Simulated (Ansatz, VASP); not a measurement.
# One calculation of AlCo, two programs

```
Co Al
1.0
     0.00000    2.24270    2.24270
     2.24270    0.00000    2.24270
     2.24270    2.24270    0.00000
Co Al
1 1
Cartesian
  0.0000 0.0000 0.0000
  2.2427 2.2427 2.2427
```

Change from the starting cell: volume scaled by 0.88, PAW files.

Alike in both runs: task single point; functional LDA; k mesh 15 × 15 × 15; occupations fermi-dirac, width 0.08 eV; no spin polarisation.

|  | VASP | Ansatz |
| --- | --- | --- |
| version | VASP 6.6.1 | Ansatz 0.2.0 |
| potentials or method | VASP PAW LDA potentials, release 64 (Co, Al) | PAW with Ansatz's default frozen-core files, scalar-relativistic |
| plane-wave cutoff (eV) | 520 | 420 |
| valence electrons in the cell | 12 | 20 |

Ansatz gave:

| Property | Result |
| --- | --- |
| pressure (GPa) | 23.4 |

**Question.** What did VASP give for the same quantities?

**Answer.** Pressure (GPa): 24.0.

LDA's correlation is that of Perdew and Zunger in VASP and of Perdew and Wang (1992) in Ansatz. VASP's potentials hold 12 valence electrons a cell and Ansatz's 20, so a difference there can come from the potentials and not from the codes.
